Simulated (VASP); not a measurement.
A run of VASP 6.6.1:

The input POSCAR:

```
PbS
1.0
    2.1005109573      1.2127305666      3.4301898177
   -2.1005109573      1.2127305666      3.4301898177
    0.0000000000     -2.4254611333      3.4301898176
Pb S
1 1
Direct
    0.9781436759      0.9781436759      0.9781436759
    0.4774576541      0.4774576541      0.4774576541
```

File INCAR.step1:

```
SYSTEM = PbS
PREC = Accurate
ENCUT = 520
ISMEAR = 0
SIGMA = 0.01
LREAL = .FALSE.
LASPH = .TRUE.
NELM = 80
ISYM = 0
NBANDS = 17
GGA = PE
ALGO = Normal
EDIFF = 1E-4
LWAVE = .TRUE.
LCHARG = .FALSE.
```

File INCAR.step2:

```
SYSTEM = PbS
PREC = Accurate
ENCUT = 520
EDIFF = 1E-6
ISMEAR = 0
SIGMA = 0.01
LREAL = .FALSE.
LASPH = .TRUE.
NELM = 80
ALGO = Normal
ISIF = 2
LWAVE = .FALSE.
LCHARG = .TRUE.
METAGGA = R2SCAN
LMIXTAU = .TRUE.
LELF = .TRUE.
LVHAR = .TRUE.
ISYM = 0
NBANDS = 17
ISTART = 1
```

Contents of KPOINTS:

```
Automatic mesh
0
G
  6 6 6
  0 0 0
```

Potentials or basis: VASP PAW PBE potentials, release 64 (Pb_d, S).

The run is started by

```console
$ cat potpaw_PBE.64/Pb_d/POTCAR potpaw_PBE.64/S/POTCAR > POTCAR
$ cp INCAR.step1 INCAR
$ mpirun -np 1 vasp_std > vasp.out
$ cp INCAR.step2 INCAR
$ mpirun -np 1 vasp_std > vasp.out
```

Hardware: 1 thread of AMD EPYC 9R45 96-Core Processor (Zen 5) (shared host).

How long does it take, and how much memory?

It took 3 min on 1 thread of AMD EPYC 9R45 96-Core Processor (Zen 5), on a shared host, peak memory 0.22 GiB. Counts: k points 112.
